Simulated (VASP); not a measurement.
# BN (P6_3mc) in VASP: further runs

The runs below take BN through relaxation of cell and atoms, with LDA.

All numbers are computed with VASP 6.6.1; they aren't measurements. Logs are shortened: lines on timing, memory, paths and dates and some standing lists are left out, and cuts for length are marked.

### Step 1. The cell of the first run

It takes space group P6_3mc (No. 186, hexagonal). Conventional cell: a = 2.554 Å, b = 2.554 Å, c = 4.227 Å, α = 90.00°, β = 90.00°, γ = 120.00°. B (site symmetry 3m) has 4 N at 1.57 to 1.58 Å within 2.1 Å. N (site symmetry 3m) has 4 B at 1.57 to 1.58 Å within 2.1 Å.

### Step 2. Relaxation of cell and atoms, LDA

INCAR

```
PREC = Accurate ; ENCUT = 600
EDIFF = 1E-6 ; ISMEAR = 0
SIGMA = 0.1 ; LREAL = F
LASPH = T ; NELM = 100
ALGO = Normal ; ISIF = 3
LWAVE = F ; LCHARG = F
IBRION = 2 ; NSW = 100
EDIFFG = -0.05
```

KPOINTS

```
Automatic mesh
0
Gamma
  9 9 6
```

POSCAR

```
BN
1.0
    2.5539396017      0.0000000000      0.0000000000
   -1.2769698009      2.2117765748      0.0000000000
    0.0000000000      0.0000000000      4.2268550000
B N
2 2
Direct
    0.6666666700      0.3333333300      0.9997240000
    0.3333333300      0.6666666700      0.4997240000
    0.6666666700      0.3333333300      0.6252760000
    0.3333333300      0.6666666700      0.1252760000
```

Potentials or basis: VASP PAW LDA potentials, release 64 (B, N).

Started as:

```
$ cat potpaw_LDA.64/B/POTCAR potpaw_LDA.64/N/POTCAR > POTCAR
$ mpirun -np 1 vasp_std > vasp.out
```

OUTCAR:

```text
PREC = Accurate
   ENCUT = 600
   EDIFF = 1E-6
   ISMEAR = 0
   LREAL = F
   LASPH = T
   NELM = 100
   ISIF = 3
   IBRION = 2
   NSW = 100
   EDIFFG = -0.05

 ion  position               nearest neighbor table
   1  0.667  0.333  1.000-   4 1.57   4 1.57   4 1.57   3 1.58
   2  0.333  0.667  0.500-   3 1.57   3 1.57   3 1.57   4 1.58
   3  0.667  0.333  0.625-   2 1.57   2 1.57   2 1.57   1 1.58
   4  0.333  0.667  0.125-   1 1.57   1 1.57   1 1.57   2 1.58

  LATTYP: Found a hexagonal cell.
 ALAT       =     2.5539396017
 C/A-ratio  =     1.6550332659

  Lattice vectors:

 A1 = (   2.5539396017,   0.0000000000,   0.0000000000)
 A2 = (  -1.2769698009,   2.2117765748,   0.0000000000)
 A3 = (   0.0000000000,   0.0000000000,   4.2268550000)

Analysis of symmetry for initial positions (statically):
=====================================================================
 Subroutine PRICEL returns:
 Original cell was already a primitive cell.

 Routine SETGRP: Setting up the symmetry group for a
 hexagonal supercell.

 Subroutine GETGRP returns: Found 12 space group operations
 (whereof  6 operations were pure point group operations)
 out of a pool of 24 trial point group operations.

The static configuration has the point symmetry C_3v.
 The point group associated with its full space group is C_6v.

Analysis of symmetry for dynamics (positions and initial velocities):
=====================================================================
 Subroutine PRICEL returns:
 Original cell was already a primitive cell.

 Routine SETGRP: Setting up the symmetry group for a
 hexagonal supercell.

 Subroutine GETGRP returns: Found 12 space group operations
 (whereof  6 operations were pure point group operations)
 out of a pool of 24 trial point group operations.

The dynamic configuration has the point symmetry C_3v.
 The point group associated with its full space group is C_6v.

 Subroutine INISYM returns: Found 12 space group operations
 (whereof  6 operations are pure point group operations),
 and found     1 'primitive' translations

----------------------------------------------------------------------------------------

                                     Primitive cell

  volume of cell :      23.8764

  direct lattice vectors                    reciprocal lattice vectors
     2.553939602  0.000000000  0.000000000     0.391551938  0.226062617  0.000000000
    -1.276969801  2.211776575  0.000000000     0.000000000  0.452125233  0.000000000
     0.000000000  0.000000000  4.226855000     0.000000000  0.000000000  0.236582518

  length of vectors
     2.553939602  2.553939602  4.226855000     0.452125233  0.452125233  0.236582518

  position of ions in fractional coordinates (direct lattice)
     0.666666670  0.333333330  0.999724000
     0.333333330  0.666666670  0.499724000
     0.666666670  0.333333330  0.625276000
     0.333333330  0.666666670  0.125276000

  ion indices of the primitive-cell ions
   primitive index   ion index
                 1           1
                 2           2
                 3           3
                 4           4

----------------------------------------------------------------------------------------

 KPOINTS: Automatic mesh

Automatic generation of k-mesh.
 Grid dimensions read from file:
 generate k-points for:    9    9    6

 Generating k-lattice:

  Cartesian coordinates                     Fractional coordinates (reciprocal lattice)
     0.043505771  0.025118069  0.000000000     0.111111111  0.000000000  0.000000000
     0.000000000  0.050236137  0.000000000     0.000000000  0.111111111  0.000000000
     0.000000000  0.000000000  0.039430420     0.000000000  0.000000000  0.166666667

  Length of vectors
     0.050236137  0.050236137  0.039430420

  Shift w.r.t. Gamma in fractional coordinates (k-lattice)
     0.000000000  0.000000000  0.000000000

 Subroutine IBZKPT returns following result:
 ===========================================

 Found     48 irreducible k-points:

 Following reciprocal coordinates:
            Coordinates               Weight
  0.000000  0.000000  0.000000      1.000000
  0.111111 -0.000000  0.000000      6.000000
  0.222222 -0.000000  0.000000      6.000000
  0.333333  0.000000  0.000000      6.000000
  0.444444 -0.000000  0.000000      6.000000
  0.111111  0.111111  0.000000      6.000000
[... 16 lines left out ...]
  0.333333  0.222222  0.166667     24.000000
  0.333333  0.333333  0.166667      4.000000
 [... further k-points ...]
   k-points           NKPTS =     48   k-points in BZ     NKDIM =     48   number of bands    NBANDS=     12
   number of dos      NEDOS =    301   number of ions     NIONS =      4
   total plane-waves  NPLWV =  14400
   dimension x,y,z NGX =    20 NGY =   20 NGZ =   36
   dimension x,y,z NGXF=    40 NGYF=   40 NGZF=   72
   ions per type =               2   2
   NGX,Y,Z   is equivalent  to a cutoff of  13.02, 13.02, 14.16 a.u.
   NGXF,Y,Z  is equivalent  to a cutoff of  26.04, 26.04, 28.32 a.u.
 SYSTEM =  unknown system
   PREC   = accura    normal or accurate (medium, high low for compatibility)
   ISTART =      0    job   : 0-new  1-cont  2-samecut
   ICHARG =      2    charge: 1-file 2-atom 10-const
   ISPIN  =      1    spin polarized calculation?
   LNONCOLLINEAR =      F non collinear calculations
   LSORBIT =      F    spin-orbit coupling
   LASPH  =      T    aspherical Exc in radial PAW
   ENCUT  =  600.0 eV  44.10 Ry    6.64 a.u.   5.10  5.10  8.44*2*pi/ulx,y,z
   NELM   =    100;   NELMIN=  2; NELMDL= -5     # of ELM steps
   EDIFF  = 0.1E-05   stopping-criterion for ELM
   LREAL  =      F    real-space projection
   EDIFFG = -.5E-01   stopping-criterion for IOM
   NSW    =    100    number of steps for IOM
   IBRION =      2    ionic relax: 0-MD 1-quasi-New 2-CG
   NFREE  =      1    steps in history (QN), initial steepest desc. (CG)
   ISIF   =      3    stress and relaxation
   ISYM   =      2    0-nonsym 1-usesym 2-fastsym
   POTIM  = 0.5000    time-step for ionic-motion
   TEBEG  =    0.0;   TEEND  =   0.0 temperature during run
   PSTRESS=    0.0 pullay stress
   NELECT =      16.0000    total number of electrons
   NUPDOWN=      -1.0000    fix difference up-down
   EMIN   =  10.00;   EMAX   =-10.00  energy-range for DOS
   EFERMI =   0.00;   METHOD = LEGACY
   ISMEAR =     0;   SIGMA  =   0.10  broadening in eV -4-tet -1-fermi 0-gaus
   EFERMI_NEDOS =   21; number of points for ismear=-14 and -15
   IALGO  =     38    algorithm
   IMIX   =      4    mixing-type and parameters
     AMIX     =   0.40;   BMIX     =  1.00
     AMIX_MAG =   1.60;   BMIX_MAG =  1.00
  volume/ion in A,a.u.               =       5.97        40.28
  Fermi-wavevector in a.u.,A,eV,Ry     =   1.432600  2.707222 27.923836  2.052344
  Thomas-Fermi vector in A             =   2.552210
   LORBIT       =      0    0 simple, 1 ext, 2 COOP (PROOUT), +10 PAW based schemes
   GGA     = CA    functional components
   LHFCALC =     F    Hartree Fock is set to
   AEXX    =    0.0000 exact exchange contribution
   IVDW    =     0    specifies the selected vdW correction
   LEPSILON=     F    determine dielectric tensor
   LRPA    =     F    only Hartree local field effects (RPA)
 conjugate gradient relaxation of ions
 non-spin polarized calculation
 Gauss-broadening in eV      SIGMA  =   0.10
  energy-cutoff  :      600.00
  volume of cell :       23.88
 maximum number of plane-waves:       810
   NGX = 11   NGY = 11   NGZ = 17

--------------------------------------- Ionic step        1  -------------------------------------------

 number of electron      16.0000000 magnetization

 Free energy of the ion-electron system (eV)
  ---------------------------------------------------
  ext. energy  EPLUGINS =         0.00000000
  ---------------------------------------------------
  free energy    TOTEN  =       -38.72843978 eV

  energy without entropy =      -38.72843978  energy(sigma->0) =      -38.72843978

------------------------ aborting loop because EDIFF is reached ----------------------------------------

  FORCE on cell =-STRESS in cart. coord.  units (eV):
  Direction    XX          YY          ZZ          XY          YZ          ZX
  --------------------------------------------------------------------------------------
  -------------------------------------------------------------------------------------
  Total       -1.9377720     -1.9377720     -2.0012644      0.0000000      0.0000000      0.0000000
  in kB     -130.0301425   -130.0301425   -134.2906637      0.0000000      0.0000000      0.0000000
  external PRESSURE =    -131.4503162 kB  Pullay stress =       0.0000000 kB
[... 61 lines left out ...]
  energy  without entropy=      -38.7224844015  energy(sigma->0) =      -38.72248440

--------------------------------------- Ionic step        3  -------------------------------------------

 number of electron      16.0000002 magnetization

 Free energy of the ion-electron system (eV)
  ---------------------------------------------------
  ext. energy  EPLUGINS =         0.00000000
  ---------------------------------------------------
  free energy    TOTEN  =       -38.76288063 eV

  energy without entropy =      -38.76288063  energy(sigma->0) =      -38.76288063

 E-fermi :   8.3048     XC(G=0): -13.2122

 val. band max:        7.8523755547   @ k =   0.0000   0.0000   0.0000
 cond. band min:      12.7790717542   @ k =   0.3333   0.3333   0.0000
 fundamental gap:      4.9266961995
 Fermi energy:         8.3047770259

 k-point     1 :       0.0000    0.0000    0.0000
  band No.  band energies     occupation
      1     -12.6714      2.00000
      2      -8.3421      2.00000
      3      -3.3216      2.00000
      4       5.6705      2.00000
      5       5.6705      2.00000
      6       7.5760      2.00000
      7       7.8524      2.00000
      8       7.8524      2.00000
      9      16.1926      0.00000
     10      16.1926      0.00000
     11      16.4666      0.00000
     12      17.7601      0.00000
[... 331 lines left out ...]
 k-point    24 :       0.3333    0.3333    0.1667
  band No.  band energies     occupation
      1      -7.1075      2.00000
      2      -7.1075      2.00000
      3      -1.5254      2.00000
      4      -0.0408      2.00000
      5      -0.0408      2.00000
      6       1.8053      2.00000
      7       3.1166      2.00000
      8       3.1166      2.00000
      9      13.5420      0.00000
     10      19.9337      0.00000
     11      19.9337      0.00000
     12      21.3763      0.00000

 [... further k-points ...]
[... 5 lines left out ...]
  --------------------------------------------------------------------------------------
  -------------------------------------------------------------------------------------
  Total       -0.0210172     -0.0210172     -0.0077741      0.0000000      0.0000000     -0.0000000
  in kB       -1.4599108     -1.4599108     -0.5400107      0.0000000      0.0000000     -0.0000000
  external PRESSURE =      -1.1532774 kB  Pullay stress =       0.0000000 kB
[... 19 lines left out ...]
  FREE ENERGIE OF THE ION-ELECTRON SYSTEM (eV)
  ---------------------------------------------------
  free  energy   TOTEN  =       -38.7628806254 eV

  energy  without entropy=      -38.7628806254  energy(sigma->0) =      -38.76288063

 reached required accuracy - stopping structural energy minimisation
```

Run time: 18 s. Hardware: 1 thread of AMD EPYC 9R45 (Zen 5), shared host; peak memory 0.1 GiB.

Results:

```
Free energy                            : -38.7629 eV
Relaxed volume                         : 5.77 Å³/atom
Relaxed cell                           : a = 2.525 Å, b = 2.525 Å, c = 4.177 Å, α = 90.00°, β = 90.00°, γ = 120.00°
Space group after relaxing (to 0.05 Å) : P6_3mc (No. 186)
Energy gained by relaxing              : 8.6 meV/atom
Ionic steps                            : 3
Pressure after relaxing                : -0.1 GPa
Largest force after relaxing           : 0.028 eV/Å
Band gap on the k mesh                 : 4.93 eV, indirect (least direct gap 8.28 eV)
```

Forces on the atoms (eV/Å):
```
B    0.000  0.000 -0.028
B    0.000  0.000 -0.028
N    0.000  0.000  0.028
N    0.000  0.000  0.028
```

Stress tensor (GPa, compression positive):
```
-0.15  0.00  0.00
 0.00 -0.15  0.00
 0.00  0.00 -0.05
```

Step by step:
```tsv
step	energy change (eV)	largest force (eV/Å)	pressure (GPa)	volume (Å³)
1	0.0000	0.0211	-13.15	23.88
2	0.0060	0.0866	15.90	22.22
3	-0.0344	0.0281	-0.12	23.07
```

Final structure:
```
B N
1.0
     2.52500    0.00000    0.00000
    -1.26250    2.18672    0.00000
     0.00000    0.00000    4.17739
B N
2 2
Direct
  0.66667 0.33333 0.99984
  0.33333 0.66667 0.49984
  0.66667 0.33333 0.62516
  0.33333 0.66667 0.12516
```

Caveat: the relaxation stopped at a loose force limit of 0.05 eV/Å, so its end isn't a converged minimum. A k mesh can miss the band edges.

### Step 3. Relaxation of cell and atoms, LDA

This run uses another cell than the first one, of 5.75 Å³/atom, 0.963 times its volume.

INCAR

```
SYSTEM = BN
PREC     = Accurate       ! precision mode
ENCUT    = 600            ! plane-wave cutoff, eV
EDIFF    = 1E-7           ! SCF threshold, eV
ISMEAR   = 0              ! smearing method
SIGMA    = 0.02           ! smearing width, eV
LREAL    = .FALSE.        ! projectors in reciprocal space
LASPH    = .TRUE.         ! aspherical terms in the spheres
NELM     = 80             ! most SCF steps
ALGO     = Normal         ! electronic algorithm
ISIF     = 3              ! what is computed and relaxed
LWAVE    = .FALSE.        ! write WAVECAR
LCHARG   = .FALSE.        ! write CHGCAR
IBRION   = 2              ! ionic algorithm
NSW      = 100            ! ionic steps
EDIFFG   = -0.005         ! ionic threshold
```

KPOINTS

```
Automatic mesh
0
G
  12 12 6
  0 0 0
```

POSCAR

```
BN
1.0
    2.5224119583      0.0000000000      0.0000000000
   -1.2612059792      2.1844728347      0.0000000000
    0.0000000000      0.0000000000      4.1749940278
B N
2 2
Direct
    0.6666666667      0.3333333333      0.9996905229
    0.3333333333      0.6666666667      0.4996905229
    0.6666666667      0.3333333333      0.6253094771
    0.3333333333      0.6666666667      0.1253094771
```

Potentials or basis: VASP PAW LDA potentials, release 64 (B, N).

Started as:

```
$ cat potpaw_LDA.64/B/POTCAR potpaw_LDA.64/N/POTCAR > POTCAR
$ mpirun -np 1 vasp_std > vasp.out
```

Run time: 26 s. Hardware: 1 thread of AMD EPYC 9R45 (Zen 5), shared host; peak memory 0.11 GiB.

The run converged. Its results:

```
Free energy                            : -38.7606 eV
Relaxed volume                         : 5.77 Å³/atom
Relaxed cell                           : a = 2.525 Å, b = 2.525 Å, c = 4.178 Å, α = 90.00°, β = 90.00°, γ = 120.00°
Space group after relaxing (to 0.05 Å) : P6_3mc (No. 186)
Energy gained by relaxing              : 0.0 meV/atom
Ionic steps                            : 3
Pressure after relaxing                : 0.0 GPa
Band gap on the k mesh                 : 4.91 eV, indirect (least direct gap 8.27 eV)
```

Forces in eV/Å, atoms in the order of the input:
```
B    0.000  0.000  0.003
B    0.000  0.000  0.003
N    0.000  0.000 -0.003
N    0.000  0.000 -0.003
```

Step by step:
```csv
step,energy change (eV),largest force (eV/Å),pressure (GPa),volume (Å³)
1,0.0000,0.0012,0.99,23.00
2,0.0000,0.0067,-1.08,23.12
3,-0.0002,0.0027,0.00,23.06
```

Final structure:
```
B N
1.0
     2.52470    0.00000    0.00000
    -1.26235    2.18646    0.00000
     0.00000    0.00000    4.17774
B N
2 2
Cartesian
  1.2624 0.7288 4.1764
  0.0000 1.4576 2.0876
  1.2624 0.7288 2.6124
  0.0000 1.4576 0.5235
```

Levels at points of the mesh, in eV from the valence-band top:
| k point | band 4 | band 5 | band 6 | band 7 | band 8 | band 9 | band 10 | band 11 | band 12 |
| --- | --- | --- | --- | --- | --- | --- | --- | --- | --- |
| (0.00, 0.00, 0.00) | -2.18 | -2.18 | -0.30 | 0.00 | 0.00 | 8.33 | 8.33 | 8.62 | 9.91 |
| (0.50, 0.00, 0.00) | -7.92 | -7.04 | -5.13 | -4.59 | -2.17 | 6.70 | 7.88 | 10.59 | 11.63 |
| (0.00, 0.00, 0.50) | -5.81 | -1.21 | -1.21 | -1.21 | -1.21 | 9.68 | 9.68 | 9.92 | 9.92 |
| (0.50, 0.00, 0.50) | -10.23 | -3.88 | -3.88 | -3.67 | -3.67 | 6.57 | 6.57 | 10.13 | 10.13 |
